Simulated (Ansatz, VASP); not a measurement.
## Two plane-wave programs on Pt2F

```
Pt F
1.0
     1.41888    0.81919    5.49369
    -1.41888    0.81919    5.49369
     0.00000   -1.63838    5.49369
Pt F
2 1
Direct
  0.74840 0.74840 0.74840
  0.58490 0.58490 0.58490
  0.00000 0.00000 0.00000
```

Alike in both runs: task relaxation of cell and atoms; functional PBE; k mesh 6 × 6 × 6; occupations gaussian, width 0.1 eV; no spin polarisation.

```csv
,VASP,Ansatz
version,VASP 6.6.1,Ansatz 0.2.0
potentials or method,"VASP PAW PBE potentials, release 64 (Pt, F), cutoff 600 eV","scalar-relativistic, plane waves, PAW"
valence electrons in the cell,27,43
```

```tsv
	VASP	Ansatz	Ansatz less VASP
gap on the k mesh at the Fermi level, each at its own relaxed structure (eV)	none	none	-
relaxed volume (Å³/atom)	13.96	14.01	+0.051
relaxed cell length with the largest relative difference (Å)	6.501	6.513	+0.0114
```

A gap of «none» marks a metal or a gap that the smearing closes. VASP's potentials hold 27 valence electrons a cell and Ansatz's 43, so a difference there can come from the potentials and not from the codes.

The k mesh is coarse, so the values compare programs but aren't converged. Spin-orbit coupling is off throughout.
